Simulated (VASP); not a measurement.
Set up this calculation in VASP 6.6.1, as the native input.

| Item | Value |
| --- | --- |
| Task | electric field gradients |
| Functional | PBE |
| Potentials or basis | VASP PAW PBE potentials, release 64 (Hf_pv, N) |
| Cutoff | 520 eV |
| k mesh | 10 × 10 × 10 |
| Occupations | fermi-dirac, width 0.03 eV |
| Spin | no spin polarisation |
| Dipole correction | no |
| Further INCAR settings | ALGO = Normal; EDIFF = 1e-08; NBANDS = 14 |

The structure of HfN lies in POSCAR:

```
HfN
1.0
    0.0000000000      2.2590000000      2.2590000000
    2.2590000000      0.0000000000      2.2590000000
    2.2590000000      2.2590000000      0.0000000000
Hf N
1 1
Direct
   -0.0110668437      0.0110668437      0.0110668437
    0.5000000000      0.5000000000      0.5000000000
```

This cell differs from its parent crystal: atom 1 (Hf) moved by [0.05, 0.0, 0.0] A.

The input as run:

INCAR

```
ALGO     = Normal         # electronic algorithm
EDIFF    = 1E-8           # SCF threshold, eV
ENCUT    = 520            # plane-wave cutoff, eV
GGA      = PE             # functional
ISIF     = 2              # what is computed and relaxed
ISMEAR   = -1             # smearing method
LASPH    = True           # aspherical terms in the spheres
LCHARG   = False          # write CHGCAR
LEFG     = True         
LREAL    = False          # projectors in reciprocal space
LWAVE    = False          # write WAVECAR
NBANDS   = 14             # bands
NELM     = 80             # most SCF steps
PREC     = Accurate       # precision mode
SIGMA    = 0.03           # smearing width, eV
```

KPOINTS

```
k-points
0
Gamma
  10 10 10
```

Potentials or basis: VASP PAW PBE potentials, release 64 (Hf_pv, N).

Command:

```console
$ cat potpaw_PBE.64/Hf_pv/POTCAR potpaw_PBE.64/N/POTCAR > POTCAR
$ mpirun -np 1 vasp_std > vasp.out
```

Results of the run:

- Pressure: 3.4 GPa
- Largest force: 0.568 eV/Å

Caveat: the cell differs from its parent crystal (atom 1 (Hf) moved by [0.05, 0.0, 0.0] A); without QUAD_EFG the Cq values of the log hold for a quadrupole moment of 1 mb, not for the nuclei.

Run time: 17 s on 1 thread of Intel(R) Xeon(R) Platinum 8375C CPU @ 2.90GHz (Ice Lake) (shared host), peak memory 0.16 GiB.
